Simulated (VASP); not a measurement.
Input of a VASP 6.6.1 run:

Contents of INCAR:

```
ALGO = Normal ; EDIFF = 1E-6
ENCUT = 520 ; GGA = PE
ISIF = 2 ; ISMEAR = 0
LASPH = True ; LCHARG = True
LELF = True ; LREAL = False
LVHAR = True ; LWAVE = False
NBANDS = 16 ; NELM = 60
PREC = Accurate ; SIGMA = 0.15
```

File KPOINTS:

```
k-points
0
Gamma
  12 12 4
```

POSCAR

```
C
1.0
    2.4700000000      0.0000000000      0.0000000000
   -1.2350000000      2.1390827500      0.0000000000
    0.0000000000      0.0000000000      6.7900000000
C
4
Direct
    0.0000000000      0.0000000000      0.0000000000
    0.0000000000      0.0000000000      0.5000000000
    0.3333333333      0.6666666667      0.0050000000
    0.6666666667      0.3333333333      0.5050000000
```

Potentials or basis: VASP PAW PBE potentials, release 64 (C).

Launch:

```console
$ cat potpaw_PBE.64/C/POTCAR > POTCAR
$ mpirun -np 1 vasp_std > vasp.out
```

Problem. Estimate the band gap on the k mesh.

Solution. Zero (band 8 reaches 4.53 eV, above the bottom of band 9 at 4.52 eV).

Problem. What does it give for the largest force?

Solution. 0.567 eV/Å.

Problem. What does it give for the pressure?

Solution. 0.0 GPa.

Stress tensor (GPa, compression positive):
```
-1.31  0.00  0.00
 0.00 -1.31  0.00
 0.00  0.00  2.75
```

Caveat: this functional lacks dispersion, which binds the layers, so the pressure and a relaxed spacing across them are unreliable.
